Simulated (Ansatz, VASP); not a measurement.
# One calculation of ScAlN2, two programs

```xyz
4
Lattice="2.6602 0.0000 0.0000 0.0000 3.4572 0.0000 0.0000 0.0000 6.1421" Properties=species:S:1:pos:R:3 pbc="T T T"
Sc    0.0000    0.0000    0.0000
Al    0.0000    1.7286    3.0710
N     0.0000    0.0000    1.9553
N     0.0000    0.0000    4.1868
```

Alike in both runs: task single point; functional PBE; k mesh 6 × 6 × 4; occupations gaussian, width 0.1 eV; no spin polarisation.

|  | VASP | Ansatz |
| --- | --- | --- |
| version | VASP 6.6.1 | Ansatz 0.2.0 |
| potentials or method | VASP PAW PBE potentials, release 64 (Sc_sv, Al, N), cutoff 520 eV | scalar-relativistic, plane waves, PAW |
| valence electrons in the cell | 24 | 24 |

```tsv
	VASP	Ansatz	Ansatz less VASP
gap on the k mesh at the Fermi level (eV)	none	none	-
pressure (GPa)	4.1	3.9	-0.22
traceless stress, the component that is largest in VASP (GPa)	-35.30	-35.05	+0.260
rms of the force components (eV/Å)	0.192	0.147	-0.0453
```

Atom by atom the forces differ by 0.045 eV/Å (rms over components). A gap of «none» marks a metal or a gap that the smearing closes. With one functional, cell and mesh, what is left measures potentials, basis and numerics.

The k mesh is coarse, so the values compare programs but aren't converged.
